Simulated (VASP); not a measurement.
Runs of VASP 6.6.1 on Ni2Ge. The structure is that of space group P6_3/mmc (No. 194), or close to it. The cells are those of the table. 

```csv
task,cell,cutoff (eV),gap on the mesh (eV),pressure (GPa)
single point,"a = 4.051, b = 4.051, c = 4.954 Å, angles 90.0, 90.0, 120.0°, 6 atoms",520,none,(a)
single point,"a = 4.091, b = 4.091, c = 5.164 Å, angles 90.0, 90.0, 120.0°, 6 atoms",520,none,-14.3
single point,"a = 4.012, b = 4.012, c = 4.981 Å, angles 90.0, 90.0, 120.0°, 6 atoms",520,none,-2.8
single point,"a = 3.972, b = 3.972, c = 5.014 Å, angles 90.0, 90.0, 120.0°, 6 atoms",520,none,0.3
single point,"a = 4.051, b = 4.051, c = 4.951 Å, angles 90.0, 90.0, 120.0°, 6 atoms",520,none,-5.4
single point,"a = 4.012, b = 4.012, c = 4.984 Å, angles 90.0, 90.0, 120.0°, 6 atoms",520,none,-2.9
single point,"a = 4.091, b = 4.091, c = 4.925 Å, angles 90.0, 90.0, 120.0°, 6 atoms",520,none,(b)
single point,"a = 4.091, b = 4.091, c = 4.924 Å, angles 90.0, 90.0, 120.0°, 6 atoms",520,none,-7.7
single point,"a = 3.932, b = 3.932, c = 5.044 Å, angles 90.0, 90.0, 120.0°, 6 atoms",520,none,3.4
relaxation of cell and atoms,"relaxed from a = 3.980, b = 3.980, c = 5.024 Å, angles 90.0, 90.0, 120.0°, 6 atoms",600,none,0.0
```

Alike in all rows: level PBEsol; potentials or basis VASP PAW PBE potentials, release 64 (Ni, Ge_d); no spin polarisation; k mesh 12 × 12 × 8; smearing gaussian 0.1 eV.

Fill in the values left out.

(a) -5.5; (b) -7.8.

Caveats: the PAW data sets were made with another functional, which shifts forces and pressure a little.

A k mesh can miss the band edges, and the runs leave out spin-orbit coupling on Ge.

A gap of «none» marks levels without a gap at the run's occupations.
